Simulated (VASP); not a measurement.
# Cu (Fm-3m) in VASP: a series of runs, part 3 of 3

VASP 6.6.1. Earlier steps stand in the parts before.

## (5) Relaxation of cell and atoms, PBEsol

This run uses another cell than the first one, of 16.03 Å³/atom, 1.417 times its volume.

Contents of INCAR:

```
SYSTEM = Cu
PREC     = Accurate       ! precision mode
ENCUT    = 600            ! plane-wave cutoff, eV
EDIFF    = 1E-7           ! SCF threshold, eV
ISMEAR   = 0              ! smearing method
SIGMA    = 0.1            ! smearing width, eV
LREAL    = .FALSE.        ! projectors in reciprocal space
LASPH    = .TRUE.         ! aspherical terms in the spheres
NELM     = 120            ! most SCF steps
ALGO     = Normal         ! electronic algorithm
ISIF     = 3              ! what is computed and relaxed
LWAVE    = .FALSE.        ! write WAVECAR
LCHARG   = .FALSE.        ! write CHGCAR
GGA      = PS             ! functional
IBRION   = 2              ! ionic algorithm
NSW      = 80             ! ionic steps
EDIFFG   = -0.05          ! ionic threshold
GGA_COMPAT= .FALSE.      
NELMIN   = 4
```

Contents of KPOINTS:

```
Automatic mesh
0
G
  8 8 8
  0 0 0
```

Contents of POSCAR:

```
Cu
1.0
    0.0000000000      2.0011941402      2.0011941402
    2.0011941402      0.0000000000      2.0011941402
    2.0011941402      2.0011941402      0.0000000000
Cu
1
Direct
    0.0000000000      0.0000000000      0.0000000000
```

Potentials or basis: VASP PAW PBE potentials, release 64 (Cu).

Launch:

```
$ cat potpaw_PBE.64/Cu/POTCAR > POTCAR
$ mpirun -np 1 vasp_std > vasp.out
```

OUTCAR:

```text
SYSTEM = Cu
   PREC = Accurate
   ENCUT = 600
   EDIFF = 1E-7
   ISMEAR = 0
   LREAL = .FALSE.
   LASPH = .TRUE.
   NELM = 120
   ISIF = 3
   GGA = PS
   IBRION = 2
   NSW = 80
   EDIFFG = -0.05
   NELMIN = 4

 ion  position               nearest neighbor table
   1  0.000  0.000  0.000-

  LATTYP: Found a face centered cubic cell.
 ALAT       =     4.0023882804

  Lattice vectors:

 A1 = (   0.0000000000,   2.0011941402,   2.0011941402)
 A2 = (   2.0011941402,   0.0000000000,   2.0011941402)
 A3 = (   2.0011941402,   2.0011941402,   0.0000000000)

Analysis of symmetry for initial positions (statically):
=====================================================================
 Subroutine PRICEL returns:
 Original cell was already a primitive cell.

 Routine SETGRP: Setting up the symmetry group for a
 face centered cubic supercell.

 Subroutine GETGRP returns: Found 48 space group operations
 (whereof 48 operations were pure point group operations)
 out of a pool of 48 trial point group operations.

The static configuration has the point symmetry O_h .

Analysis of symmetry for dynamics (positions and initial velocities):
=====================================================================
 Subroutine PRICEL returns:
 Original cell was already a primitive cell.

 Routine SETGRP: Setting up the symmetry group for a
 face centered cubic supercell.

 Subroutine GETGRP returns: Found 48 space group operations
 (whereof 48 operations were pure point group operations)
 out of a pool of 48 trial point group operations.

The dynamic configuration has the point symmetry O_h .

 Subroutine INISYM returns: Found 48 space group operations
 (whereof 48 operations are pure point group operations),
 and found     1 'primitive' translations

----------------------------------------------------------------------------------------

                                     Primitive cell

  volume of cell :      16.0287

  direct lattice vectors                    reciprocal lattice vectors
     0.000000000  2.001194140  2.001194140    -0.249850822  0.249850822  0.249850822
     2.001194140  0.000000000  2.001194140     0.249850822 -0.249850822  0.249850822
     2.001194140  2.001194140  0.000000000     0.249850822  0.249850822 -0.249850822

  length of vectors
     2.830115894  2.830115894  2.830115894     0.432754317  0.432754317  0.432754317

  position of ions in fractional coordinates (direct lattice)
     0.000000000  0.000000000  0.000000000

  ion indices of the primitive-cell ions
   primitive index   ion index
                 1           1

----------------------------------------------------------------------------------------

 KPOINTS: Automatic mesh

Automatic generation of k-mesh.
 Grid dimensions read from file:
 generate k-points for:    8    8    8

 Generating k-lattice:

  Cartesian coordinates                     Fractional coordinates (reciprocal lattice)
    -0.031231353  0.031231353  0.031231353     0.125000000  0.000000000  0.000000000
     0.031231353 -0.031231353  0.031231353     0.000000000  0.125000000  0.000000000
     0.031231353  0.031231353 -0.031231353     0.000000000  0.000000000  0.125000000

  Length of vectors
     0.054094290  0.054094290  0.054094290

  Shift w.r.t. Gamma in fractional coordinates (k-lattice)
     0.000000000  0.000000000  0.000000000

 Subroutine IBZKPT returns following result:
 ===========================================

 Found     29 irreducible k-points:

 Following reciprocal coordinates:
            Coordinates               Weight
  0.000000  0.000000  0.000000      1.000000
  0.125000  0.000000  0.000000      8.000000
  0.250000  0.000000  0.000000      8.000000
  0.375000  0.000000  0.000000      8.000000
  0.500000  0.000000  0.000000      4.000000
  0.125000  0.125000  0.000000      6.000000
[... 16 lines left out ...]
  0.500000  0.250000  0.125000     48.000000
 -0.375000  0.250000  0.125000     24.000000
 [... further k-points ...]
   k-points           NKPTS =     29   k-points in BZ     NKDIM =     29   number of bands    NBANDS=      9
   number of dos      NEDOS =    301   number of ions     NIONS =      1
   total plane-waves  NPLWV =  13824
   dimension x,y,z NGX =    24 NGY =   24 NGZ =   24
   dimension x,y,z NGXF=    48 NGYF=   48 NGZF=   48
   ions per type =               1
   NGX,Y,Z   is equivalent  to a cutoff of  14.10, 14.10, 14.10 a.u.
   NGXF,Y,Z  is equivalent  to a cutoff of  28.20, 28.20, 28.20 a.u.
 SYSTEM =  Cu
   PREC   = accura    normal or accurate (medium, high low for compatibility)
   ISTART =      0    job   : 0-new  1-cont  2-samecut
   ICHARG =      2    charge: 1-file 2-atom 10-const
   ISPIN  =      1    spin polarized calculation?
   LNONCOLLINEAR =      F non collinear calculations
   LSORBIT =      F    spin-orbit coupling
   LASPH  =      T    aspherical Exc in radial PAW
   ENCUT  =  600.0 eV  44.10 Ry    6.64 a.u.   5.65  5.65  5.65*2*pi/ulx,y,z
   NELM   =    120;   NELMIN=  4; NELMDL= -5     # of ELM steps
   EDIFF  = 0.1E-06   stopping-criterion for ELM
   LREAL  =      F    real-space projection
   EDIFFG = -.5E-01   stopping-criterion for IOM
   NSW    =     80    number of steps for IOM
   IBRION =      2    ionic relax: 0-MD 1-quasi-New 2-CG
   NFREE  =      1    steps in history (QN), initial steepest desc. (CG)
   ISIF   =      3    stress and relaxation
   ISYM   =      2    0-nonsym 1-usesym 2-fastsym
   POTIM  = 0.5000    time-step for ionic-motion
   TEBEG  =    0.0;   TEEND  =   0.0 temperature during run
   PSTRESS=    0.0 pullay stress
   NELECT =      11.0000    total number of electrons
   NUPDOWN=      -1.0000    fix difference up-down
   EMIN   =  10.00;   EMAX   =-10.00  energy-range for DOS
   EFERMI =   0.00;   METHOD = LEGACY
   ISMEAR =     0;   SIGMA  =   0.10  broadening in eV -4-tet -1-fermi 0-gaus
   EFERMI_NEDOS =   21; number of points for ismear=-14 and -15
   IALGO  =     38    algorithm
   IMIX   =      4    mixing-type and parameters
     AMIX     =   0.40;   BMIX     =  1.00
     AMIX_MAG =   1.60;   BMIX_MAG =  1.00
  volume/ion in A,a.u.               =      16.03       108.17
  Fermi-wavevector in a.u.,A,eV,Ry     =   1.444020  2.728802 28.370779  2.085193
  Thomas-Fermi vector in A             =   2.562362
   LORBIT       =      0    0 simple, 1 ext, 2 COOP (PROOUT), +10 PAW based schemes
   GGA     = PS    functional components
   LHFCALC =     F    Hartree Fock is set to
   AEXX    =    0.0000 exact exchange contribution
   IVDW    =     0    specifies the selected vdW correction
   LEPSILON=     F    determine dielectric tensor
   LRPA    =     F    only Hartree local field effects (RPA)
 conjugate gradient relaxation of ions
 non-spin polarized calculation
 Gauss-broadening in eV      SIGMA  =   0.10
  energy-cutoff  :      600.00
  volume of cell :       16.03
 maximum number of plane-waves:       546
   NGX = 11   NGY = 11   NGZ = 11

--------------------------------------- Ionic step        1  -------------------------------------------

 number of electron      10.9999994 magnetization

 Free energy of the ion-electron system (eV)
  ---------------------------------------------------
  ext. energy  EPLUGINS =         0.00000000
  ---------------------------------------------------
  free energy    TOTEN  =        -3.80208105 eV

  energy without entropy =       -3.79894050  energy(sigma->0) =       -3.80051078

 E-fermi :   4.0272     XC(G=0): -11.2244

 val. band max:        3.9519980949   @ k =   0.5000   0.0000   0.0000
 cond. band min:       4.3029297100   @ k =   0.5000   0.3750   0.1250
 fundamental gap:      0.3509316151
 Fermi energy:         4.0271843506

 k-point     1 :       0.0000    0.0000    0.0000
  band No.  band energies     occupation
      1      -3.1167      2.00000
      2       1.9402      2.00000
      3       1.9402      2.00000
      4       1.9402      2.00000
      5       2.4567      2.00000
      6       2.4567      2.00000
      7      24.2913      0.00000
      8      24.7475      0.00000
      9      24.7475      0.00000
[... 343 lines left out ...]
  energy  without entropy=       -4.2722390289  energy(sigma->0) =       -4.27398686

--------------------------------------- Ionic step        3  -------------------------------------------

 number of electron      10.9999999 magnetization

 Free energy of the ion-electron system (eV)
  ---------------------------------------------------
  ext. energy  EPLUGINS =         0.00000000
  ---------------------------------------------------
  free energy    TOTEN  =        -4.27839509 eV

  energy without entropy =       -4.27508919  energy(sigma->0) =       -4.27674214

 E-fermi :   7.7545     XC(G=0): -13.1008

 val. band max:        7.6815999265   @ k =   0.5000   0.2500   0.1250
 cond. band min:       7.9166867901   @ k =   0.5000   0.1250   0.0000
 fundamental gap:      0.2350868636
 Fermi energy:         7.7545447637

 k-point     1 :       0.0000    0.0000    0.0000
  band No.  band energies     occupation
      1      -1.8277      2.00000
      2       4.6981      2.00000
      3       4.6981      2.00000
      4       4.6981      2.00000
      5       5.5748      2.00000
      6       5.5748      2.00000
      7      30.6633      0.00000
      8      33.5370      0.00000
      9      33.5370      0.00000
[... 304 lines left out ...]
  FREE ENERGIE OF THE ION-ELECTRON SYSTEM (eV)
  ---------------------------------------------------
  free  energy   TOTEN  =        -4.2783950869 eV

  energy  without entropy=       -4.2750891871  energy(sigma->0) =       -4.27674214

 reached required accuracy - stopping structural energy minimisation
```

It took 24 s on 1 thread of Intel Xeon 8259CL, shared host; peak memory 0.14 GiB.

Results:

```yaml
Free_energy: -4.2784 eV
Relaxed_volume: 11.43 Å³/atom
Relaxed_cell: a = 2.528 Å, b = 2.528 Å, c = 2.528 Å, α = 60.00°, β = 60.00°, γ = 60.00°
Space_group_after_relaxing_to_0.05_Å: Fm-3m (No. 225)
Energy_gained_by_relaxing: 476.3 meV/atom
Ionic_steps: 3
Pressure_after_relaxing: 0.0 GPa
```

The path:
```tsv
step	energy change (eV)	largest force (eV/Å)	pressure (GPa)	volume (Å³)
1	0.0000	0.0000	-23.41	16.03
2	-0.4737	0.0000	3.66	11.19
3	-0.4763	0.0000	0.01	11.43
```

Final structure:
```
Cu
1.0
     0.00000    1.78767    1.78767
     1.78767    0.00000    1.78767
     1.78767    1.78767    0.00000
Cu
1
Direct
  0.00000 0.00000 0.00000
```

Levels at points of the mesh, in eV from the Fermi level:
| k point | band 3 | band 4 | band 5 | band 6 | band 7 | band 8 | band 9 |
| --- | --- | --- | --- | --- | --- | --- | --- |
| (0.00, 0.00, 0.00) | -3.06 | -3.06 | -2.18 | -2.18 | 22.91 | 25.78 | 25.78 |
| (0.50, 0.00, 0.00) | -3.09 | -1.58 | -1.58 | -1.08 | 3.98 | 21.39 | 22.60 |
| (0.50, 0.50, 0.00) | -1.60 | -1.43 | -1.43 | 1.49 | 7.40 | 13.35 | 13.35 |

Caveat: the volume moved by over 15 % at a fixed basis, so the end points are rough; the PAW data sets were made with another functional, which shifts forces and pressure a little.

## (6) Relaxation of cell and atoms, PBEsol

This run uses another cell than the first one, of 11.38 Å³/atom, 1.006 times its volume.

Contents of INCAR:

```
SYSTEM = Cu
ALGO = Normal
EDIFF = 1E-6
EDIFFG = -0.01
ENCUT = 600
GGA = PS
IBRION = 2
ISIF = 3
ISMEAR = 0
LASPH = .True.
LCHARG = .False.
LREAL = .False.
LWAVE = .False.
NELM = 60
NSW = 80
PREC = Accurate
SIGMA = 0.1
```

Contents of KPOINTS:

```
k-points
0
Gamma
  20 20 20
  0 0 0
```

Contents of POSCAR:

```
Cu
1.0
    0.0000000000      1.7851095785      1.7851095785
    1.7851095785      0.0000000000      1.7851095785
    1.7851095785      1.7851095785      0.0000000000
Cu
1
Direct
    0.0000000000      0.0000000000      0.0000000000
```

Potentials or basis: VASP PAW PBE potentials, release 64 (Cu).

Launch:

```
$ cat potpaw_PBE.64/Cu/POTCAR > POTCAR
$ mpirun -np 1 vasp_std > vasp.out
```

Run time: 13 s. Hardware: 1 thread of Intel Xeon 6975P-C (Granite Rapids), shared host; peak memory 0.14 GiB.

The run converged. Its results:

| Quantity | Value |
| --- | --- |
| Free energy | -4.3102 eV |
| Pressure after relaxing | -0.1 GPa |

Final structure:
```xyz
1
Lattice="0.0000 1.7851 1.7851 1.7851 0.0000 1.7851 1.7851 1.7851 0.0000" Properties=species:S:1:pos:R:3 pbc="T T T"
Cu    0.0000    0.0000    0.0000
```

Levels at points of the mesh, in eV from the Fermi level:
| k point | band 3 | band 4 | band 5 | band 6 | band 7 | band 8 | band 9 |
| --- | --- | --- | --- | --- | --- | --- | --- |
| (0.00, 0.00, 0.00) | -3.11 | -3.11 | -2.23 | -2.23 | 22.92 | 25.82 | 25.82 |
| (0.50, 0.00, 0.00) | -3.14 | -1.62 | -1.62 | -1.11 | 3.97 | 21.39 | 22.64 |
| (0.50, 0.50, 0.00) | -1.64 | -1.47 | -1.47 | 1.46 | 7.40 | 13.36 | 13.36 |

Caveat: the relaxation stopped at its first step, so nothing moved; the PAW data sets were made with another functional, which shifts forces and pressure a little.

## (7) Overview

| task | cell | k mesh | cutoff (eV) | gap on the mesh (eV) | pressure (GPa) |
| --- | --- | --- | --- | --- | --- |
| single point | a = 2.520 Å, angles 60.0°, 1 atom | 20 × 20 × 20 | 520 | none | 0.8 |
| single point | a = 2.525 Å, angles 60.0°, 1 atom | 8 × 8 × 8 | 600 | none | 0.8 |
| single point | a = 2.830 Å, angles 60.0°, 1 atom | 8 × 8 × 8 | 600 | none | -23.4 |
| relaxation of cell and atoms | relaxed from a = 2.830 Å, angles 60.0°, 1 atom | 8 × 8 × 8 | 600 | none | 0.0 |
| relaxation of cell and atoms | relaxed from a = 2.525 Å, angles 60.0°, 1 atom | 20 × 20 × 20 | 600 | none | -0.1 |

Alike in all rows: level PBEsol; potentials or basis VASP PAW PBE potentials, release 64 (Cu); no spin polarisation; smearing gaussian 0.1 eV.

Caveats: some runs use coarse meshes; the PAW data sets were made with another functional, which shifts forces and pressure a little; the volume moved by over 15 % at a fixed basis, so the end points are rough (some runs); the relaxation stopped at its first step, so nothing moved (some runs).

Absolute energies hang on the potentials; compare differences alone.
